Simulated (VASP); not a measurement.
Wanted: the native input for a VASP 6.6.1 run.

| Item | Value |
| --- | --- |
| Task | single point |
| Functional | PBE |
| Potentials or basis | VASP PAW PBE potentials, release 64 (Li_sv, Re, C) |
| Cutoff | 520 eV |
| k mesh | 6 × 6 × 6 |
| Occupations | gaussian, width 0.1 eV |
| Spin | no spin polarisation |
| Dipole correction | no |
| Further INCAR settings | ALGO = Normal; EDIFF = 1e-06; NBANDS = 22 |

The structure of LiReC4 lies in POSCAR:

```
LiReC4
1.0
    2.2218486200      1.2827849000      4.2141792200
   -2.2218486200      1.2827849000      4.2141792200
    0.0000000000     -2.5655698000      4.2141792200
Li Re C
1 1 4
Direct
    0.5363095600      0.5363095600      0.5363095600
    0.7412468600      0.7412468600      0.7412468600
    0.1890955100      0.6752185100      0.1890955100
    0.1890955100      0.1890955100      0.6752185100
    0.6752185100      0.1890955100      0.1890955100
    0.3244818200      0.3244818200      0.3244818200
```

These files were run (other wordings do the same):

INCAR

```
PREC = Accurate
ENCUT = 520
EDIFF = 1E-6
ISMEAR = 0
SIGMA = 0.1
LREAL = False
LASPH = True
NELM = 100
ALGO = Normal
ISIF = 2
LWAVE = False
LCHARG = False
GGA = PE
NBANDS = 22
```

KPOINTS

```
regular mesh
0
Gamma
  6 6 6
```

Potentials or basis: VASP PAW PBE potentials, release 64 (Li_sv, Re, C).

The run is started by

```bash
$ cat potpaw_PBE.64/Li_sv/POTCAR potpaw_PBE.64/Re/POTCAR potpaw_PBE.64/C/POTCAR > POTCAR
$ mpirun -np 1 vasp_std > vasp.out
```

It gave:

| Quantity | Value |
| --- | --- |
| Largest force | 7.317 eV/Å |
| Band gap on the k mesh | zero (band 13 reaches 4.38 eV, above the bottom of band 14 at 3.39 eV) |

Caveat: spin-orbit coupling is left out, which moves the levels of the heavy elements; forces of over 1 eV/Å act on the atoms, so gaps and moduli don't describe the material at rest.

It took 74 s on 1 thread of Intel(R) Xeon(R) Platinum 8259CL CPU @ 2.50GHz (Skylake/Cascade Lake), with other jobs on the host, peak memory 0.26 GiB.
